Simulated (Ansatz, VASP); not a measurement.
**One calculation of Si2W, two programs**

The input INCAR:

```
SYSTEM = Si2W
PREC = Accurate
ENCUT = 520
EDIFF = 1E-6
ISMEAR = 0
SIGMA = 0.05
LREAL = .False.
LASPH = .True.
NELM = 60
ALGO = Normal
ISIF = 2
LWAVE = .False.
LCHARG = .False.
GGA = PE
NBANDS = 43
```

File KPOINTS:

```
Automatic mesh
0
Gamma
  9 9 6
  0 0 0
```

Contents of POSCAR:

```
Si2W
1.0
    4.6168523821      0.0000000000      0.0000000000
   -2.3084261911      3.9983114484      0.0000000000
    0.0000000000      0.0000000000      6.6532220000
Si W
6 3
Direct
    0.8363740000      0.6727480000      0.5000000000
    0.1636260000      0.8363740000      0.8333333300
    0.6727480000      0.8363740000      0.1666666700
    0.1636260000      0.3272520000      0.5000000000
    0.8363740000      0.1636260000      0.8333333300
    0.3272520000      0.1636260000      0.1666666700
    0.0000000000      0.5000000000      0.1666666700
    0.5000000000      0.5000000000      0.8333333300
    0.5000000000      0.0000000000      0.5000000000
```

Input for Ansatz:

```yaml
crystal:
  lattice:
    - [4.6168523821, 0.0, 0.0]
    - [-2.3084261911, 3.9983114484, 0.0]
    - [0.0, 0.0, 6.653222]
  atoms:
    - { symbol: Si, position: [0.836374, 0.672748, 0.5] }
    - { symbol: Si, position: [0.163626, 0.836374, 0.83333333] }
    - { symbol: Si, position: [0.672748, 0.836374, 0.16666667] }
    - { symbol: Si, position: [0.163626, 0.327252, 0.5] }
    - { symbol: Si, position: [0.836374, 0.163626, 0.83333333] }
    - { symbol: Si, position: [0.327252, 0.163626, 0.16666667] }
    - { symbol: W, position: [0.0, 0.5, 0.16666667] }
    - { symbol: W, position: [0.5, 0.5, 0.83333333] }
    - { symbol: W, position: [0.5, 0.0, 0.5] }
basis:
  ecutwfc: 500
  fft_grid_basis: typed
kpoints:
  mp_grid: { grid: [9, 9, 6] }
hamiltonian:
  xc: pbe
  pseudopotentials: { kind: paw }
scf:
  occupations: { method: gaussian, width: 0.05 }
output:
  forces: true
  stress: true
  eigenvalues: true
  bader: true
  write_density: true
  volumetric_format: npy
  elf: true
```

Alike in both runs: task single point; functional PBE; k mesh 9 × 9 × 6; occupations gaussian, width 0.05 eV; no spin polarisation.

|  | VASP | Ansatz |
| --- | --- | --- |
| version | VASP 6.6.1 | Ansatz 0.2.0 |
| potentials or method | VASP PAW PBE potentials, release 64 (Si, W_sv), cutoff 520 eV | scalar-relativistic, plane waves, PAW |
| valence electrons in the cell | 66 | 66 |

|  | VASP | Ansatz | Ansatz less VASP |
| --- | --- | --- | --- |
| gap on the k mesh at the Fermi level (eV) | 0.14 | 0.14 | +0.001 |
| pressure (GPa) | -0.4 | -0.5 | -0.09 |
| traceless stress, the component that is largest in VASP (GPa) | -0.11 | -0.11 | +0.004 |
| rms of the force components (eV/Å) | 0.001 | 0.003 | +0.0018 |

Atom by atom the forces differ by 0.002 eV/Å (rms over components). With one functional, cell and mesh, what is left measures potentials, basis and numerics.

Spin-orbit coupling is off throughout.
